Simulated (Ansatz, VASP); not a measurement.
Two plane-wave programs on Mg

The input INCAR:

```
ALGO = Normal
EDIFF = 1E-6
EDIFFG = -0.002
ENCUT = 600
GGA = PS
IBRION = 2
ISIF = 3
ISMEAR = -1
LASPH = True
LCHARG = False
LREAL = False
LWAVE = False
NELM = 60
NSW = 100
PREC = Accurate
SIGMA = 0.08
```

KPOINTS

```
k-points
0
Gamma
  18 18 10
```

POSCAR

```
Mg
1.0
    3.2093000000      0.0000000000      0.0000000000
   -1.6046500000      2.7793353284      0.0000000000
    0.0000000000      0.0000000000      5.2103000000
Mg
2
Direct
    0.3333333333      0.6666666667      0.2500000000
    0.6666666667      0.3333333333      0.7500000000
```

Input for Ansatz:

```yaml
crystal:
  lattice:
    - [3.20930000001, 0.0, 0.0]
    - [-1.60465000001, 2.77933532838, 0.0]
    - [0.0, 0.0, 5.2103]
  atoms:
    - { symbol: Mg, position: [0.333333333333, 0.666666666667, 0.25] }
    - { symbol: Mg, position: [0.666666666667, 0.333333333333, 0.75] }
kpoints:
  mp_grid: { grid: [18, 18, 10] }
scf:
  occupations: { method: fermi_dirac, width: 0.08 }
hamiltonian:
  xc: pbesol
  pseudopotentials: { kind: paw }
relax:
  f_tol: 0.002
  max_steps: 80
  cell: {}
output:
  forces: true
  stress: true
```

Alike in both runs: task relaxation of cell and atoms; functional PBEsol; k mesh 18 × 18 × 10; occupations fermi-dirac, width 0.08 eV; no spin polarisation.

```csv
,VASP,Ansatz
version,VASP 6.6.1,Ansatz 0.2.0
potentials or method,"VASP PAW PBE potentials, release 64 (Mg)","PAW with Ansatz's default frozen-core files, scalar-relativistic"
plane-wave cutoff (eV),600,420
valence electrons in the cell,4,20
```

```csv
,VASP,Ansatz,Ansatz less VASP
relaxed volume (Å³/atom),22.50,22.52,+0.019
relaxed length of the cell vector where the two differ most in proportion (Å),5.145,5.149,+0.0037
```

VASP's potentials were made for PBE, not for PBEsol. VASP's potentials hold 4 valence electrons a cell and Ansatz's 20, so a difference there can come from the potentials and not from the codes.
